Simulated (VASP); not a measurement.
# BaTiO3 (Pm-3m) in VASP: notebook

The runs below take BaTiO3 through relaxation of the atoms, single point, with r2SCAN.

Program: VASP 6.6.1. These are calculated values, not measurements. Logs are shortened: lines on timing, memory, paths and dates and some standing lists are left out, and cuts for length are marked.

### Step 1. The cell of the first run

Symmetry: Pm-3m, No. 221, cubic system. Conventional cell: a = 3.913 Å, b = 3.913 Å, c = 3.913 Å, α = 90.00°, β = 90.00°, γ = 90.00°. Within 3.6 Å of Ba (site symmetry m-3m) lie 12 O at 2.77 Å and 8 Ti at 3.39 Å. Within 2.6 Å of Ti (site symmetry m-3m) lie 6 O at 1.96 Å. O (site symmetry 4/mmm) has 2 Ti at 1.96 Å within 2.6 Å.

### Step 2. Relaxation of the atoms, r2SCAN

POSCAR reads:

```
BaTiO3
1.0
    3.9128820600      0.0000000000      0.0000000000
    0.0000000000      3.9128820600      0.0000000000
    0.0000000000      0.0000000000      3.9128820600
Ba Ti O
1 1 3
Direct
    0.5000000000      0.5000000000      0.5000000000
    0.0000000000      0.0000000000      0.0000000000
    0.5000000000      0.0000000000      0.0000000000
    0.0000000000      0.5000000000      0.0000000000
    0.0000000000      0.0000000000      0.5000000000
```

INCAR.step1 reads:

```
PREC = Accurate
ENCUT = 520
ISMEAR = -1
SIGMA = 0.02
LREAL = False
LASPH = True
NELM = 60
GGA = PE
ALGO = Normal
EDIFF = 1E-4
LWAVE = True
LCHARG = False
```

INCAR.step2 reads:

```
PREC = Accurate
ENCUT = 520
EDIFF = 1E-7
ISMEAR = -1
SIGMA = 0.02
LREAL = False
LASPH = True
NELM = 60
ALGO = Normal
ISIF = 2
LWAVE = False
LCHARG = False
METAGGA = R2SCAN
LMIXTAU = True
IBRION = 2
NSW = 50
EDIFFG = -0.01
ISTART = 1
```

KPOINTS reads:

```
regular mesh
0
Gamma
  8 8 8
```

Potentials or basis: VASP PAW PBE potentials, release 64 (Ba_sv, Ti_sv, O).

Command:

```
> cat potpaw_PBE.64/Ba_sv/POTCAR potpaw_PBE.64/Ti_sv/POTCAR potpaw_PBE.64/O/POTCAR > POTCAR
> cp INCAR.step1 INCAR
> mpirun -np 1 vasp_std > vasp.out
> cp INCAR.step2 INCAR
> mpirun -np 1 vasp_std > vasp.out
```

OUTCAR:

```text
PREC = Accurate
   ENCUT = 520
   EDIFF = 1E-7
   ISMEAR = -1
   LREAL = False
   LASPH = True
   NELM = 60
   ISIF = 2
   METAGGA = R2SCAN
   IBRION = 2
   NSW = 50
   EDIFFG = -0.01
   ISTART = 1

 ion  position               nearest neighbor table
   1  0.500  0.500  0.500-   3 2.77   4 2.77   5 2.77   3 2.77   4 2.77   3 2.77   5 2.77   3 2.77
                             4 2.77   5 2.77   4 2.77   5 2.77   2 3.39   2 3.39   2 3.39   2 3.39
   2  0.000  0.000  0.000-   3 1.96   4 1.96   5 1.96   5 1.96   4 1.96   3 1.96   1 3.39   1 3.39
                             1 3.39   1 3.39   1 3.39   1 3.39   1 3.39   1 3.39
   3  0.500  0.000  0.000-   2 1.96   2 1.96   1 2.77   1 2.77   1 2.77   1 2.77
   4  0.000  0.500  0.000-   2 1.96   2 1.96   1 2.77   1 2.77   1 2.77   1 2.77
   5  0.000  0.000  0.500-   2 1.96   2 1.96   1 2.77   1 2.77   1 2.77   1 2.77

  LATTYP: Found a simple cubic cell.
 ALAT       =     3.9128820600

  Lattice vectors:

 A1 = (   3.9128820600,   0.0000000000,   0.0000000000)
 A2 = (   0.0000000000,   3.9128820600,   0.0000000000)
 A3 = (   0.0000000000,   0.0000000000,   3.9128820600)

Analysis of symmetry for initial positions (statically):
=====================================================================
 Subroutine PRICEL returns:
 Original cell was already a primitive cell.

 Routine SETGRP: Setting up the symmetry group for a
 simple cubic supercell.

 Subroutine GETGRP returns: Found 48 space group operations
 (whereof 48 operations were pure point group operations)
 out of a pool of 48 trial point group operations.

The static configuration has the point symmetry O_h .

Analysis of symmetry for dynamics (positions and initial velocities):
=====================================================================
 Subroutine PRICEL returns:
 Original cell was already a primitive cell.

 Routine SETGRP: Setting up the symmetry group for a
 simple cubic supercell.

 Subroutine GETGRP returns: Found 48 space group operations
 (whereof 48 operations were pure point group operations)
 out of a pool of 48 trial point group operations.

The dynamic configuration has the point symmetry O_h .

 Subroutine INISYM returns: Found 48 space group operations
 (whereof 48 operations are pure point group operations),
 and found     1 'primitive' translations

----------------------------------------------------------------------------------------

                                     Primitive cell

  volume of cell :      59.9088

  direct lattice vectors                    reciprocal lattice vectors
[... 92 lines left out ...]
   NELM   =     60;   NELMIN=  2; NELMDL=  0     # of ELM steps
   EDIFF  = 0.1E-06   stopping-criterion for ELM
   LREAL  =      F    real-space projection
   EDIFFG = -.1E-01   stopping-criterion for IOM
   NSW    =     50    number of steps for IOM
   IBRION =      2    ionic relax: 0-MD 1-quasi-New 2-CG
   NFREE  =      1    steps in history (QN), initial steepest desc. (CG)
   ISIF   =      2    stress and relaxation
   ISYM   =      2    0-nonsym 1-usesym 2-fastsym
   POTIM  = 0.5000    time-step for ionic-motion
   TEBEG  =    0.0;   TEEND  =   0.0 temperature during run
   PSTRESS=    0.0 pullay stress
   NELECT =      40.0000    total number of electrons
   NUPDOWN=      -1.0000    fix difference up-down
   EMIN   =  10.00;   EMAX   =-10.00  energy-range for DOS
   EFERMI =   0.00;   METHOD = LEGACY
   ISMEAR =    -1;   SIGMA  =   0.02  broadening in eV -4-tet -1-fermi 0-gaus
   EFERMI_NEDOS =   21; number of points for ismear=-14 and -15
   IALGO  =     38    algorithm
   IMIX   =      4    mixing-type and parameters
     AMIX     =   0.40;   BMIX     =  1.00
     AMIX_MAG =   1.60;   BMIX_MAG =  1.00
  volume/ion in A,a.u.               =      11.98        80.86
  Fermi-wavevector in a.u.,A,eV,Ry     =   1.430863  2.703939 27.856147  2.047369
  Thomas-Fermi vector in A             =   2.550662
   LORBIT       =      0    0 simple, 1 ext, 2 COOP (PROOUT), +10 PAW based schemes
   METAGGA = R2SCAN    functional components
   LHFCALC =     F    Hartree Fock is set to
   AEXX    =    0.0000 exact exchange contribution
   IVDW    =     0    specifies the selected vdW correction
   LEPSILON=     F    determine dielectric tensor
   LRPA    =     F    only Hartree local field effects (RPA)
 conjugate gradient relaxation of ions
 non-spin polarized calculation
  energy-cutoff  :      520.00
  volume of cell :       59.91
 maximum number of plane-waves:      1640
 NGX is ok and might be reduce to    30
   NGX = 15   NGY = 15   NGZ = 15

 number of electron      40.0000002 magnetization

 Free energy of the ion-electron system (eV)
  ---------------------------------------------------
  ext. energy  EPLUGINS =         0.00000000
  ---------------------------------------------------
  free energy    TOTEN  =       -74.02877088 eV

  energy without entropy =      -74.02877088  energy(sigma->0) =      -74.02877088

 E-fermi :   4.5747     XC(G=0): -12.3104

 val. band max:        4.0729420889   @ k =   0.5000   0.5000   0.5000
 cond. band min:       6.3659302107   @ k =   0.0000   0.0000   0.0000
 fundamental gap:      2.2929881218
 Fermi energy:         4.5747015104

 k-point     1 :       0.0000    0.0000    0.0000
  band No.  band energies     occupation
      1     -54.4836      2.00000
      2     -29.6869      2.00000
      3     -29.6869      2.00000
      4     -29.6869      2.00000
      5     -21.2618      2.00000
      6     -13.9241      2.00000
[... 637 lines left out ...]
     23       8.7076      0.00000
     24      10.2579      0.00000

 [... further k-points ...]
[... 5 lines left out ...]
  --------------------------------------------------------------------------------------
  -------------------------------------------------------------------------------------
  Total        5.7183755      5.7183755      5.7183755      0.0000000      0.0000000     -0.0000000
  in kB      152.9301016    152.9301016    152.9301016      0.0000000      0.0000000     -0.0000000
  external PRESSURE =     152.9301016 kB  Pullay stress =       0.0000000 kB

 VOLUME and BASIS-vectors are now :
 -----------------------------------------------------------------------------
  energy-cutoff  :      520.00
  volume of cell :       59.91
      direct lattice vectors                 reciprocal lattice vectors
     3.912882060  0.000000000  0.000000000     0.255566098  0.000000000  0.000000000
     0.000000000  3.912882060  0.000000000     0.000000000  0.255566098  0.000000000
     0.000000000  0.000000000  3.912882060     0.000000000  0.000000000  0.255566098

 POSITION                                       TOTAL-FORCE (eV/Angst)
 -----------------------------------------------------------------------------------
      1.95644      1.95644      1.95644         0.000000      0.000000      0.000000
      0.00000      0.00000      0.00000         0.000000      0.000000      0.000000
      1.95644      0.00000      0.00000         0.000000      0.000000      0.000000
      0.00000      1.95644      0.00000         0.000000      0.000000      0.000000
      0.00000      0.00000      1.95644         0.000000      0.000000      0.000000
 -----------------------------------------------------------------------------------
    total drift:                                0.000000     -0.000000      0.000000

  FREE ENERGIE OF THE ION-ELECTRON SYSTEM (eV)
  ---------------------------------------------------
  free  energy   TOTEN  =       -74.0287708832 eV

  energy  without entropy=      -74.0287708832  energy(sigma->0) =      -74.02877088

 reached required accuracy - stopping structural energy minimisation
```

Wall time 5.2 min (1 thread of Intel Xeon Platinum 8259CL at 2.50GHz (Skylake/Cascade Lake), shared host); peak memory 0.21 GiB.

Results:

```
Free energy             : -74.0288 eV
Pressure after relaxing : 15.3 GPa
Band gap on the k mesh  : 2.29 eV (least direct gap 2.38 eV)
```

Final structure:
```
Ba Ti O
1.0
     3.91288    0.00000    0.00000
     0.00000    3.91288    0.00000
     0.00000    0.00000    3.91288
Ba Ti O
1 1 3
Cartesian
  1.9564 1.9564 1.9564
  0.0000 0.0000 0.0000
  1.9564 0.0000 0.0000
  0.0000 1.9564 0.0000
  0.0000 0.0000 1.9564
```

Levels at points of the mesh, in eV from the valence-band top:
```tsv
k point	band 17	band 18	band 19	band 20	band 21	band 22	band 23	band 24
(0.00, 0.00, 0.00)	-1.24	-0.08	-0.08	-0.08	2.29	2.29	2.29	4.67
(0.50, 0.00, 0.00)	-1.90	-1.90	-0.74	-0.74	2.48	4.23	4.23	4.69
(0.50, 0.50, 0.00)	-1.74	-0.84	-0.84	-0.10	4.24	4.24	4.71	5.70
(0.50, 0.50, 0.50)	-2.37	0.00	0.00	0.00	5.01	5.01	5.01	7.74
```

Caveat: the relaxation stopped at its first step, so nothing moved; the PAW data sets were made with another functional, which shifts forces and pressure a little; spin-orbit coupling is left out, which moves the levels of the heavy elements.

### Step 3. Single point, r2SCAN

This run uses another cell than the first one, of 12.75 Å³/atom.

POSCAR: that of step 2 with these lines changed.

```diff
@@ -2,5 +2,5 @@
 1.0
-    3.9128820600      0.0000000000      0.0000000000
-    0.0000000000      3.9128820600      0.0000000000
-    0.0000000000      0.0000000000      3.9128820600
+    3.9944237974      0.0000000000      0.0000000000
+    0.0000000000      3.9944237974      0.0000000000
+    0.0000000000      0.0000000000      3.9944237974
 Ba Ti O
```

INCAR.step1 reads:

```
PREC     = Accurate       # precision mode
ENCUT    = 1480           # plane-wave cutoff, eV
ISMEAR   = -1             # smearing method
SIGMA    = 0.02           # smearing width, eV
LREAL    = False          # projectors in reciprocal space
LASPH    = True           # aspherical terms in the spheres
NELM     = 120            # most SCF steps
NBANDS   = 28             # bands
GGA      = PE             # functional
ALGO     = Normal         # electronic algorithm
EDIFF    = 1E-5           # SCF threshold, eV
LWAVE    = True           # write WAVECAR
LCHARG   = False          # write CHGCAR
GGA_COMPAT= False
```

INCAR.step2 reads:

```
PREC     = Accurate       # precision mode
ENCUT    = 1480           # plane-wave cutoff, eV
EDIFF    = 1E-6           # SCF threshold, eV
ISMEAR   = -1             # smearing method
SIGMA    = 0.02           # smearing width, eV
LREAL    = False          # projectors in reciprocal space
LASPH    = True           # aspherical terms in the spheres
NELM     = 120            # most SCF steps
ALGO     = Normal         # electronic algorithm
ISIF     = 2              # what is computed and relaxed
LWAVE    = False          # write WAVECAR
LCHARG   = True           # write CHGCAR
METAGGA  = R2SCAN         # meta-GGA
LMIXTAU  = True         
LELF     = True           # ELF
LVHAR    = True         
NBANDS   = 28             # bands
ISTART   = 1            
GGA_COMPAT= False
```

KPOINTS reads:

```
regular mesh
0
Gamma
  6 6 6
```

Potentials or basis: VASP PAW PBE potentials, release 64 (Ba_sv, Ti_sv, O_h).

Command:

```
> cat potpaw_PBE.64/Ba_sv/POTCAR potpaw_PBE.64/Ti_sv/POTCAR potpaw_PBE.64/O_h/POTCAR > POTCAR
> cp INCAR.step1 INCAR
> mpirun -np 1 vasp_std > vasp.out
> cp INCAR.step2 INCAR
> mpirun -np 1 vasp_std > vasp.out
```

Run time: 12 min. Hardware: 1 thread of Intel Xeon Platinum 8488C (Sapphire Rapids), shared host; peak memory 0.51 GiB.

Results (log left out):

| Quantity | Value |
| --- | --- |
| Free energy | -74.2752 eV |
| Pressure | 1.9 GPa |
| Band gap on the k mesh | 2.16 eV (least direct gap 2.30 eV) |

Levels at points of the mesh, in eV from the valence-band top:
| k point | band 18 | band 19 | band 20 | band 21 | band 22 | band 23 |
| --- | --- | --- | --- | --- | --- | --- |
| (0.00, 0.00, 0.00) | -0.15 | -0.15 | -0.15 | 2.16 | 2.16 | 2.16 |
| (0.50, 0.00, 0.00) | -1.83 | -0.74 | -0.74 | 2.31 | 3.89 | 3.89 |
| (0.50, 0.50, 0.00) | -0.88 | -0.88 | -0.09 | 3.89 | 3.89 | 4.34 |
| (0.50, 0.50, 0.50) | 0.00 | 0.00 | 0.00 | 4.59 | 4.59 | 4.59 |

Caveat: the PAW data sets were made with another functional, which shifts forces and pressure a little; spin-orbit coupling is left out, which moves the levels of the heavy elements.
